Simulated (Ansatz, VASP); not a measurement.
# Au, level by level in two programs

```
Au
1.0
     0.00000    2.04848    2.04848
     2.04848    0.00000    2.04848
     2.04848    2.04848    0.00000
Au
1
Direct
  0.00000 0.00000 0.00000
```

Single points on this cell with VASP 6.6.1 and Ansatz 0.2.0. Each row is one pair of runs. Alike in all rows: spin: off; smearing: fermi-dirac, width 0.05 eV; VASP's potentials, cutoff: VASP PAW PBE potentials, release 64 (Au), 520 eV.

```csv
level,k mesh,"Ansatz's potentials, cutoff","gap on the k mesh at the Fermi level (eV), VASP","gap on the k mesh at the Fermi level (eV), Ansatz","pressure (GPa), VASP","pressure (GPa), Ansatz"
r2SCAN50,6 × 6 × 6,"Ansatz PAW, 500 eV",none,?,2.5,?
HF,6 × 6 × 6,"Ansatz PAW, 420 eV",none,none,21.0,21.8
PBE-based screened hybrid,6 × 6 × 6,"Ansatz PAW, 420 eV",none,none,5.1,5.0
r2SCAN0,6 × 6 × 6,"Ansatz PAW, 500 eV",none,none,3.4,3.3
PBE,11 × 11 × 11,"Ansatz PAW, 420 eV",none,none,6.7,7.0
```

**Question.** Fill in what Ansatz gave in row 1.

**Answer.** gap on the k mesh at the Fermi level (eV): none; pressure (GPa): 2.7.

VASP's potentials hold 11 valence electrons a cell and Ansatz's 19, so a difference there can come from the potentials and not from the codes.

A gap of «none» marks a metal or a gap that the smearing closes.

The k mesh is coarse in some rows, so the values compare programs but aren't converged. Neither program's run includes spin-orbit coupling.
